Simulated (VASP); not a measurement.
# Sn (I4/mmm) in VASP: notebook

Runs on Sn. Level: PBEsol+D3(BJ). Tasks: single point.

Program: VASP 6.6.1. These are calculated values, not measurements. Logs are shortened: lines on timing, memory, paths and dates and some standing lists are left out, and cuts for length are marked.

### 1 The cell of the first run

Symmetry: I4/mmm, No. 139, tetragonal system. The conventional cell has a = 4.092 Å, b = 4.092 Å, c = 3.638 Å, α = 90.00°, β = 90.00°, γ = 90.00°. Within 4.5 Å of Sn (site symmetry 4/mmm) lie 14 Sn at 3.42 to 4.09 Å.

### 2 Single point, PBEsol+D3(BJ) (strain +0.080 along x and y, -0.040 along z)

INCAR reads:

```
SYSTEM = Sn
PREC = Accurate
ENCUT = 520
EDIFF = 1E-6
ISMEAR = 0
SIGMA = 0.15
LREAL = .FALSE.
LASPH = .TRUE.
NELM = 80
ALGO = Fast
ISIF = 2
LWAVE = .FALSE.
LCHARG = .TRUE.
GGA = PS
IVDW = 12
LELF = .TRUE.
LVHAR = .TRUE.
NBANDS = 13
```

KPOINTS reads:

```
regular mesh
0
G
  18 18 18
  0 0 0
```

POSCAR reads:

```
Sn
1.0
   -2.0462239647      2.0462239647      1.8188657464
    2.0462239647     -2.0462239647      1.8188657464
    2.0462239647      2.0462239647     -1.8188657464
Sn
1
Direct
    0.0000000000      0.0000000000      0.0000000000
```

Potentials or basis: VASP PAW PBE potentials, release 64 (Sn_d).

Started as:

```bash
$ cat potpaw_PBE.64/Sn_d/POTCAR > POTCAR
$ mpirun -np 1 vasp_std > vasp.out
```

OUTCAR:

```text
SYSTEM = Sn
   PREC = Accurate
   ENCUT = 520
   EDIFF = 1E-6
   ISMEAR = 0
   LREAL = .FALSE.
   LASPH = .TRUE.
   NELM = 80
   ISIF = 2
   GGA = PS
   IVDW = 12
 IVDW          = 12

 ion  position               nearest neighbor table
   1  0.000  0.000  0.000-

  LATTYP: Found a body centered tetragonal cell.
 ALAT       =     4.0924479294
 C/A-ratio  =     0.8888888889

  Lattice vectors:

 A1 = (  -2.0462239647,   2.0462239647,   1.8188657464)
 A2 = (   2.0462239647,  -2.0462239647,   1.8188657464)
 A3 = (   2.0462239647,   2.0462239647,  -1.8188657464)

Analysis of symmetry for initial positions (statically):
=====================================================================
 Subroutine PRICEL returns:
 Original cell was already a primitive cell.

 Routine SETGRP: Setting up the symmetry group for a
 body centered tetragonal supercell.

 Subroutine GETGRP returns: Found 16 space group operations
 (whereof 16 operations were pure point group operations)
 out of a pool of 16 trial point group operations.

The static configuration has the point symmetry D_4h.

Analysis of symmetry for dynamics (positions and initial velocities):
=====================================================================
 Subroutine PRICEL returns:
 Original cell was already a primitive cell.

 Routine SETGRP: Setting up the symmetry group for a
 body centered tetragonal supercell.

 Subroutine GETGRP returns: Found 16 space group operations
 (whereof 16 operations were pure point group operations)
 out of a pool of 16 trial point group operations.

The dynamic configuration has the point symmetry D_4h.

 Subroutine INISYM returns: Found 16 space group operations
 (whereof 16 operations are pure point group operations),
 and found     1 'primitive' translations

----------------------------------------------------------------------------------------

                                     Primitive cell

  volume of cell :      30.4626

  direct lattice vectors                    reciprocal lattice vectors
    -2.046223965  2.046223965  1.818865746     0.000000000  0.244352529  0.274896595
     2.046223965 -2.046223965  1.818865746     0.244352529  0.000000000  0.274896595
     2.046223965  2.046223965 -1.818865746     0.244352529  0.244352529  0.000000000

  length of vectors
     3.417943480  3.417943480  3.417943480     0.367799261  0.367799261  0.345566660

  position of ions in fractional coordinates (direct lattice)
     0.000000000  0.000000000  0.000000000

  ion indices of the primitive-cell ions
   primitive index   ion index
                 1           1

----------------------------------------------------------------------------------------

 KPOINTS: regular mesh

Automatic generation of k-mesh.
 Grid dimensions read from file:
 generate k-points for:   18   18   18

 Generating k-lattice:

  Cartesian coordinates                     Fractional coordinates (reciprocal lattice)
     0.000000000  0.013575140  0.015272033     0.055555556 -0.000000000  0.000000000
     0.013575140  0.000000000  0.015272033    -0.000000000  0.055555556  0.000000000
     0.013575140  0.013575140  0.000000000     0.000000000  0.000000000  0.055555556

  Length of vectors
     0.020433292  0.020433292  0.019198148

  Shift w.r.t. Gamma in fractional coordinates (k-lattice)
     0.000000000  0.000000000  0.000000000

 Subroutine IBZKPT returns following result:
 ===========================================

 Found    480 irreducible k-points:

 Following reciprocal coordinates:
            Coordinates               Weight
  0.000000  0.000000  0.000000      1.000000
  0.055556 -0.000000  0.000000      8.000000
  0.111111 -0.000000  0.000000      8.000000
  0.166667  0.000000  0.000000      8.000000
  0.222222 -0.000000  0.000000      8.000000
  0.277778 -0.000000  0.000000      8.000000
[... 16 lines left out ...]
 -0.277778  0.055556 -0.000000     16.000000
 -0.222222  0.055556 -0.000000     16.000000
 [... further k-points ...]
   k-points           NKPTS =    480   k-points in BZ     NKDIM =    480   number of bands    NBANDS=     13
   number of dos      NEDOS =    301   number of ions     NIONS =      1
   total plane-waves  NPLWV =  21952
   dimension x,y,z NGX =    28 NGY =   28 NGZ =   28
   dimension x,y,z NGXF=    56 NGYF=   56 NGZF=   56
   ions per type =               1
   NGX,Y,Z   is equivalent  to a cutoff of  13.62, 13.62, 13.62 a.u.
   NGXF,Y,Z  is equivalent  to a cutoff of  27.24, 27.24, 27.24 a.u.
 SYSTEM =  Sn
   PREC   = accura    normal or accurate (medium, high low for compatibility)
   ISTART =      0    job   : 0-new  1-cont  2-samecut
   ICHARG =      2    charge: 1-file 2-atom 10-const
   ISPIN  =      1    spin polarized calculation?
   LNONCOLLINEAR =      F non collinear calculations
   LSORBIT =      F    spin-orbit coupling
   LASPH  =      T    aspherical Exc in radial PAW
   ENCUT  =  520.0 eV  38.22 Ry    6.18 a.u.   6.36  6.36  6.36*2*pi/ulx,y,z
   NELM   =     80;   NELMIN=  2; NELMDL= -5     # of ELM steps
   EDIFF  = 0.1E-05   stopping-criterion for ELM
   LREAL  =      F    real-space projection
   EDIFFG = 0.1E-04   stopping-criterion for IOM
   NSW    =      0    number of steps for IOM
   IBRION =     -1    ionic relax: 0-MD 1-quasi-New 2-CG
   NFREE  =      0    steps in history (QN), initial steepest desc. (CG)
   ISIF   =      2    stress and relaxation
   ISYM   =      2    0-nonsym 1-usesym 2-fastsym
   POTIM  = 0.5000    time-step for ionic-motion
   TEBEG  =    0.0;   TEEND  =   0.0 temperature during run
   PSTRESS=    0.0 pullay stress
   NELECT =      14.0000    total number of electrons
   NUPDOWN=      -1.0000    fix difference up-down
   EMIN   =  10.00;   EMAX   =-10.00  energy-range for DOS
   EFERMI =   0.00;   METHOD = LEGACY
   ISMEAR =     0;   SIGMA  =   0.15  broadening in eV -4-tet -1-fermi 0-gaus
   EFERMI_NEDOS =   21; number of points for ismear=-14 and -15
   IALGO  =     68    algorithm
   IMIX   =      4    mixing-type and parameters
     AMIX     =   0.40;   BMIX     =  1.00
     AMIX_MAG =   1.60;   BMIX_MAG =  1.00
  volume/ion in A,a.u.               =      30.46       205.57
  Fermi-wavevector in a.u.,A,eV,Ry     =   1.263364  2.387412 21.716106  1.596089
  Thomas-Fermi vector in A             =   2.396725
   LORBIT       =      0    0 simple, 1 ext, 2 COOP (PROOUT), +10 PAW based schemes
   GGA     = PS    functional components
   LHFCALC =     F    Hartree Fock is set to
   AEXX    =    0.0000 exact exchange contribution
   IVDW    =    12    specifies the selected vdW correction
   LEPSILON=     F    determine dielectric tensor
   LRPA    =     F    only Hartree local field effects (RPA)
 non-spin polarized calculation
 RMM-DIIS sequential band-by-band and
 Gauss-broadening in eV      SIGMA  =   0.15
  energy-cutoff  :      520.00
  volume of cell :       30.46
 maximum number of plane-waves:       848
 NGX is ok and might be reduce to    28
   NGX = 13   NGY = 13   NGZ = 13

 number of electron      14.0000003 magnetization

 Free energy of the ion-electron system (eV)
  ---------------------------------------------------
  ext. energy  EPLUGINS =         0.00000000
  ---------------------------------------------------
  free energy    TOTEN  =        -4.15241562 eV

  energy without entropy =       -4.14618778  energy(sigma->0) =       -4.14930170

 E-fermi :   6.6281     XC(G=0):  -9.9790

 val. band max:        6.6068582860   @ k =  -0.2778   0.5000   0.2222
 cond. band min:       6.6345767330   @ k =  -0.3889   0.5000   0.2778
 fundamental gap:      0.0277184470
 Fermi energy:         6.6280541470

 k-point     1 :       0.0000    0.0000    0.0000
  band No.  band energies     occupation
      1     -14.7928      2.00000
      2     -14.7635      2.00000
      3     -14.7635      2.00000
      4     -14.7078      2.00000
      5     -14.6670      2.00000
      6      -3.7018      2.00000
      7      13.1794      0.00000
      8      13.1794      0.00000
      9      14.1326      0.00000
     10      17.2063      0.00000
     11      18.2738      0.00000
     12      18.3859      0.00000
     13      18.3859      0.00000

 k-point     2 :       0.0556   -0.0000    0.0000
  band No.  band energies     occupation
      1     -14.7907      2.00000
      2     -14.7625      2.00000
      3     -14.7620      2.00000
      4     -14.7069      2.00000
      5     -14.6682      2.00000
      6      -3.6379      2.00000
      7      12.9272      0.00000
      8      12.9518      0.00000
      9      13.7991      0.00000
     10      17.2152      0.00000
     11      17.5279      0.00000
     12      18.1354      0.00000
     13      18.6393      0.00000

 k-point     3 :       0.1111   -0.0000    0.0000
  band No.  band energies     occupation
      1     -14.7879      2.00000
      2     -14.7600      2.00000
      3     -14.7546      2.00000
      4     -14.7041      2.00000
      5     -14.6713      2.00000
      6      -3.4463      2.00000
      7      12.0284      0.00000
      8      12.4132      0.00000
      9      13.1984      0.00000
     10      16.5659      0.00000
     11      16.6745      0.00000
     12      18.5940      0.00000
     13      18.6692      0.00000

 k-point     4 :       0.1667    0.0000    0.0000
  band No.  band energies     occupation
      1     -14.7891      2.00000
      2     -14.7573      2.00000
      3     -14.7376      2.00000
      4     -14.6993      2.00000
      5     -14.6757      2.00000
      6      -3.1272      2.00000
      7      10.6090      0.00000
      8      11.7726      0.00000
      9      12.6773      0.00000
     10      15.7459      0.00000
     11      15.9889      0.00000
     12      18.5225      0.00000
     13      19.7016      0.00000

 k-point     5 :       0.2222   -0.0000    0.0000
  band No.  band energies     occupation
      1     -14.7936      2.00000
      2     -14.7556      2.00000
      3     -14.7136      2.00000
      4     -14.6925      2.00000
      5     -14.6805      2.00000
      6      -2.6816      2.00000
      7       9.0275      0.00000
      8      11.1457      0.00000
      9      12.2089      0.00000
     10      15.0577      0.00000
     11      15.3808      0.00000
     12      18.6363      0.00000
     13      20.9405      0.00000
[... 257 lines left out ...]
 k-point    22 :      -0.3333    0.0556    0.0000
  band No.  band energies     occupation
      1     -14.7995      2.00000
      2     -14.7562      2.00000
      3     -14.6865      2.00000
      4     -14.6854      2.00000
      5     -14.6720      2.00000
      6      -1.7851      2.00000
      7       6.7902      0.12626
      8       9.8948      0.00000
      9      11.4351      0.00000
     10      14.4161      0.00000
     11      15.4357      0.00000
     12      19.7071      0.00000
     13      21.3842      0.00000

 k-point    23 :      -0.2778    0.0556   -0.0000
  band No.  band energies     occupation
      1     -14.7938      2.00000
      2     -14.7553      2.00000
      3     -14.7002      2.00000
      4     -14.6924      2.00000
      5     -14.6818      2.00000
      6      -2.4048      2.00000
      7       8.3006      0.00000
      8      10.4011      0.00000
      9      11.8576      0.00000
     10      14.8799      0.00000
     11      15.9079      0.00000
     12      19.2566      0.00000
     13      20.9302      0.00000

 k-point    24 :      -0.2222    0.0556   -0.0000
  band No.  band energies     occupation
      1     -14.7887      2.00000
      2     -14.7568      2.00000
      3     -14.7228      2.00000
      4     -14.7014      2.00000
      5     -14.6775      2.00000
      6      -2.9043      2.00000
      7       9.7723      0.00000
      8      11.0869      0.00000
      9      12.3470      0.00000
     10      15.4755      0.00000
     11      16.4181      0.00000
     12      18.8961      0.00000
     13      20.2533      0.00000

 [... further k-points ...]

------------------------ aborting loop because EDIFF is reached ----------------------------------------

 Edisp (eV)   -0.34543

 E8    (eV) :    -0.2432

  FORCE on cell =-STRESS in cart. coord.  units (eV):
  Direction    XX          YY          ZZ          XY          YZ          ZX
  --------------------------------------------------------------------------------------
  -------------------------------------------------------------------------------------
  Total      -1.40524    -1.40524    -1.53357     0.00000    -0.00000    -0.00000
  in kB     -73.90844   -73.90844   -80.65770     0.00000    -0.00000    -0.00000
  external pressure =      -76.16 kB  Pullay stress =        0.00 kB

 VOLUME and BASIS-vectors are now :
 -----------------------------------------------------------------------------
  energy-cutoff  :      520.00
  volume of cell :       30.46
      direct lattice vectors                 reciprocal lattice vectors
    -2.046223965  2.046223965  1.818865746     0.000000000  0.244352529  0.274896595
     2.046223965 -2.046223965  1.818865746     0.244352529  0.000000000  0.274896595
     2.046223965  2.046223965 -1.818865746     0.244352529  0.244352529  0.000000000

 POSITION                                       TOTAL-FORCE (eV/Angst)
 -----------------------------------------------------------------------------------
      0.00000      0.00000      0.00000         0.000000      0.000000     -0.000000
 -----------------------------------------------------------------------------------
    total drift:                               -0.000000     -0.000000      0.000000

  FREE ENERGIE OF THE ION-ELECTRON SYSTEM (eV)
  ---------------------------------------------------
  free  energy   TOTEN  =        -4.4978447412 eV

  energy  without entropy=       -4.4916168971  energy(sigma->0) =       -4.49473082
```

It took 2.2 min on 1 thread of AMD EPYC 9R45 (Zen 5), shared host; peak memory 0.27 GiB.

What came out:

```yaml
Free_energy: -4.4978 eV
Pressure: -7.6 GPa
Band_gap_on_the_k_mesh: zero (band 7 reaches 13.18 eV, above the bottom of band 8 at 4.67 eV)
Dispersion_energy_per_atom: -0.345 eV
```

Stress tensor (GPa, compression positive):
```
-7.39  0.00  0.00
 0.00 -7.39  0.00
 0.00  0.00 -8.07
```

Levels at points of the mesh, in eV from the Fermi level:
```tsv
k point	band 4	band 5	band 6	band 7	band 8	band 9	band 10	band 11
(0.00, 0.00, 0.00)	-21.34	-21.30	-10.33	6.55	6.55	7.50	10.58	11.65
(0.50, 0.00, 0.00)	-21.29	-21.25	-6.06	-3.77	2.89	4.39	6.88	7.37
(0.50, 0.50, 0.00)	-21.32	-21.26	-6.77	-4.05	4.23	6.21	8.53	9.24
(0.50, 0.50, 0.50)	-21.27	-21.25	-3.40	-0.98	-0.98	1.10	3.41	4.76
```

Caveat: the cell differs from its parent crystal (strain +0.080 along x and y, -0.040 along z); the PAW data sets were made with another functional, which shifts forces and pressure a little; spin-orbit coupling is left out, which moves the levels of the heavy elements; pairwise dispersion overbinds metals, which lowers pressure and volume.

### 3 Single point, PBEsol+D3(BJ) (strain +0.080 along x and y, +0.000 along z)

INCAR reads:

```
ALGO = Fast
EDIFF = 1E-7
ENCUT = 520
GGA = PS
ISIF = 2
ISMEAR = 0
IVDW = 12
LASPH = True
LCHARG = False
LREAL = False
LWAVE = False
NBANDS = 13
NELM = 60
PREC = Accurate
SIGMA = 0.15
```

KPOINTS reads:

```
k-points
0
Gamma
  18 18 18
```

POSCAR reads:

```
Sn
1.0
   -2.0462239647      2.0462239647      1.8946518192
    2.0462239647     -2.0462239647      1.8946518192
    2.0462239647      2.0462239647     -1.8946518192
Sn
1
Direct
    0.0000000000      0.0000000000      0.0000000000
```

Potentials or basis: VASP PAW PBE potentials, release 64 (Sn_d).

Started as:

```bash
$ cat potpaw_PBE.64/Sn_d/POTCAR > POTCAR
$ mpirun -np 1 vasp_std > vasp.out
```

Wall time 2.4 min (1 thread of AMD EPYC 9R45 (Zen 5), shared host); peak memory 0.28 GiB.

It converged, with:

```yaml
Free_energy: -4.4385 eV
Pressure: -4.5 GPa
Band_gap_on_the_k_mesh: zero (band 7 reaches 12.62 eV, above the bottom of band 8 at 4.27 eV)
Dispersion_energy_per_atom: -0.341 eV
```

Stress tensor (GPa, compression positive):
```
-4.19  0.00  0.00
 0.00 -4.19  0.00
 0.00  0.00 -4.97
```

Levels at points of the mesh, in eV from the Fermi level:
```
           k point  band 5  band 6  band 7  band 8  band 9  band 10
(0.00, 0.00, 0.00)  -21.31  -10.07    6.43    6.43    6.92    10.80
(0.50, 0.00, 0.00)  -21.26   -6.14   -3.63    2.87    4.46     6.83
(0.50, 0.50, 0.00)  -21.27   -6.57   -3.81    3.69    5.60     7.85
(0.50, 0.50, 0.50)  -21.27   -3.43   -0.72   -0.72    0.56     3.58
```

Caveat: the cell differs from its parent crystal (strain +0.080 along x and y, +0.000 along z); the PAW data sets were made with another functional, which shifts forces and pressure a little; spin-orbit coupling is left out, which moves the levels of the heavy elements; pairwise dispersion overbinds metals, which lowers pressure and volume.
